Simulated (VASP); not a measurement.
## Nd: single point with PBE

The system is Nd.

```
CELL_PARAMETERS angstrom
-2.11369 2.11369 2.11369
2.11369 -2.11369 2.11369
2.11369 2.11369 -2.11369
ATOMIC_POSITIONS crystal
Nd 0.00000 0.00000 0.00000
```

This isn't the form of Nd at room conditions, which is double hcp.

```
Program             : VASP 6.6.1
Task                : single point
Functional          : PBE
Potentials or basis : VASP PAW PBE potentials, release 64 (Nd)
Cutoff              : 520 eV
k mesh              : 14 × 14 × 14
Occupations         : gaussian, width 0.05 eV
Spin                : collinear spin, ferromagnetic start
Starting moments    : [4.02] μB
```

The pressure is -0.7 GPa and the net moment is 3.94 μB per cell. The site moments are Nd +3.34 μB. The valence electrons inside the program's atomic spheres are Nd 11.22.

Levels at points of the mesh, in eV from the Fermi level:
Spin up:
| k point | band 6 | band 7 | band 8 | band 9 | band 10 | band 11 | band 12 | band 13 |
| --- | --- | --- | --- | --- | --- | --- | --- | --- |
| (0.00, 0.00, 0.00) | -0.21 | 0.04 | 0.04 | 0.04 | 0.41 | 0.41 | 0.41 | 1.61 |
| (0.50, 0.00, 0.00) | -0.44 | -0.16 | -0.12 | 0.03 | 0.04 | 0.58 | 0.63 | 0.72 |
| (0.50, 0.50, 0.50) | -1.60 | -0.59 | -0.16 | -0.16 | -0.16 | 0.83 | 0.83 | 0.83 |
Spin down:
```csv
k point,band 1,band 2,band 3,band 4,band 5,band 6,band 7,band 8,band 9,band 10
"(0.00, 0.00, 0.00)",-35.71,-16.86,-16.86,-16.86,-3.31,1.87,1.87,1.87,2.37,2.37
"(0.50, 0.00, 0.00)",-35.60,-17.83,-17.17,-16.87,-1.20,0.73,1.88,1.95,2.27,2.67
"(0.50, 0.50, 0.50)",-35.52,-17.52,-17.52,-17.52,-0.99,-0.99,2.39,2.39,2.39,2.59
```

Run time: 3.3 min on 1 thread of Intel(R) Xeon(R) Platinum 8259CL CPU @ 2.50GHz (Skylake/Cascade Lake) (shared host), peak memory 0.26 GiB.

Caveat: the magnetic or orbital state may not be the lowest; spin-orbit coupling is left out, which moves the levels of the heavy elements; semilocal functionals describe open f shells poorly, which spoils levels, moments and volumes. The state reached can hang on the start; a lower one may exist.
